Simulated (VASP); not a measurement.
The system is LiHfSe2.

```
CELL_PARAMETERS angstrom
3.70598 0.00000 0.00000
-1.85299 3.20947 0.00000
0.00000 0.00000 6.59956
ATOMIC_POSITIONS crystal
Li 0.00000 0.00000 0.50000
Hf 0.00000 0.00000 0.00000
Se 0.33333 0.66667 0.24830
Se 0.66667 0.33333 0.75170
```

* Program: VASP 6.6.1
* Task: relaxation of cell and atoms
* Functional: PBEsol
* Potentials or basis: VASP PAW PBE potentials, release 64 (Li_sv, Hf_pv, Se)
* Cutoff: 600 eV
* k mesh: 7 × 7 × 4
* Occupations: fermi-dirac, width 0.1 eV
* Spin: no spin polarisation

At the start: pressure -1.9 GPa; volume 19.62 Å³/atom.

Task: Where does the relaxation end?

Result: Over 7 steps the energy falls by 4.2 meV/atom and the volume is 19.08 Å³/atom (-2.8 %); space group P-3m1 (No. 164, to 0.1 Å) before and after.

The path:
| step | energy change (eV) | largest force (eV/Å) | pressure (GPa) | volume (Å³) |
| --- | --- | --- | --- | --- |
| 1 | 0.0000 | 0.0227 | -1.86 | 78.50 |
| 2 | -0.0105 | 0.2588 | 1.01 | 75.93 |
| 3 | -0.0123 | 0.1779 | 0.17 | 76.64 |
| 4 | -0.0161 | 0.0789 | 0.05 | 76.43 |
| 5 | -0.0167 | 0.0207 | -0.01 | 76.31 |
| 6 | -0.0167 | 0.0238 | -0.01 | 76.32 |
| 7 | -0.0167 | 0.0159 | -0.03 | 76.30 |

Final structure:
```
CELL_PARAMETERS angstrom
3.65056 0.00000 0.00000
-1.82528 3.16148 0.00000
0.00000 0.00000 6.61152
ATOMIC_POSITIONS crystal
Li 0.00000 0.00000 0.50000
Hf 0.00000 0.00000 0.00000
Se 0.33333 0.66667 0.25023
Se 0.66667 0.33333 0.74977
```

Caveat: the cutoff is under 1.25 times the usual one of these potentials, so pressure, stress and relaxed cells hold a basis-set (Pulay) error; the PAW data sets were made with another functional, which shifts forces and pressure a little.
